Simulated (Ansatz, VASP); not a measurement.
ZnS in VASP and in Ansatz

```
Zn S
1.0
     3.77104    0.00000    0.00000
    -1.88552    3.26581    0.00000
     0.00000    0.00000    6.17609
Zn S
2 2
Cartesian
  0.0000 2.1772 0.0000
  1.8855 1.0886 3.0880
  0.0000 2.1772 2.3148
  1.8855 1.0886 5.4028
```

Change from the starting cell: volume scaled by 0.96, ions relaxed.

Alike in both runs: functional PBE; k mesh 13 × 13 × 7; occupations fermi-dirac, width 0.02 eV; no spin polarisation.

Ansatz relaxed the structure, and its values are those at the end. VASP's run is a single point on that final structure, the one shown.

```csv
,VASP,Ansatz
version,VASP 6.6.1,Ansatz 0.2.0
potentials or method,"VASP PAW PBE potentials, release 64 (Zn, S)","plane-wave PAW, scalar-relativistic"
plane-wave cutoff (eV),520,420
valence electrons in the cell,36,36
```

Ansatz gave:

* gap on the k mesh at the Fermi level (eV): 2.35
* pressure (GPa): 4.7
* rms of the force components (eV/Å): 0.008

**Question.** Estimate VASP's values.

**Answer.** gap on the k mesh at the Fermi level (eV): 2.36; pressure (GPa): 4.9; rms of the force components (eV/Å): 0.009.

The functional is the same, so the differences come from potentials, cutoffs and numerics. Ansatz's warnings: stress scf threshold loose.
